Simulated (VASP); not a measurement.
Runs of VASP 6.6.1 on BN. Symmetry: F-43m, No. 216, cubic system. Conventional cell: a = 3.610 Å, b = 3.610 Å, c = 3.610 Å, α = 90.00°, β = 90.00°, γ = 90.00°. Within 2.1 Å of B (site symmetry -43m) lie 4 N at 1.56 Å. N (site symmetry -43m) has 4 B at 1.56 Å within 2.1 Å. 

| level | k mesh | smearing | grid for exact exchange (PRECFOCK) | share of exact exchange | screening parameter | gap on the mesh (eV) | pressure (GPa) |
| --- | --- | --- | --- | --- | --- | --- | --- |
| PBEsol | 8 × 8 × 8 | gaussian 0.5 eV | - | - | - | 4.28 | -0.6 |
| PBEsol | 8 × 8 × 8 | methfessel-paxton 0.5 eV | - | - | - | 4.28 | (b) |
| PBE-based screened hybrid with 35 % exact exchange | 6 × 6 × 6 | gaussian 0.01 eV | Normal | 0.35 | 0.5 1/Å | 5.47 | (a) |
| PBEsol | 8 × 8 × 8 | gaussian 0.01 eV | - | - | - | 4.28 | -0.6 |
| PBE-based screened hybrid with 10 % exact exchange | 6 × 6 × 6 | gaussian 0.01 eV | Normal | 0.1 | 0.3 1/Å | 4.89 | 1.6 |

Alike in all rows: task single point; potentials or basis VASP PAW PBE potentials, release 64 (B, N); no spin polarisation; cell as given; cutoff (eV) 520.

Problem. Estimate the missing entries.

Solution. (a) -5.4; (b) -0.7.

Caveats: some runs use coarse meshes; the PAW data sets were made with another functional, which shifts forces and pressure a little.

A k mesh can miss the band edges.
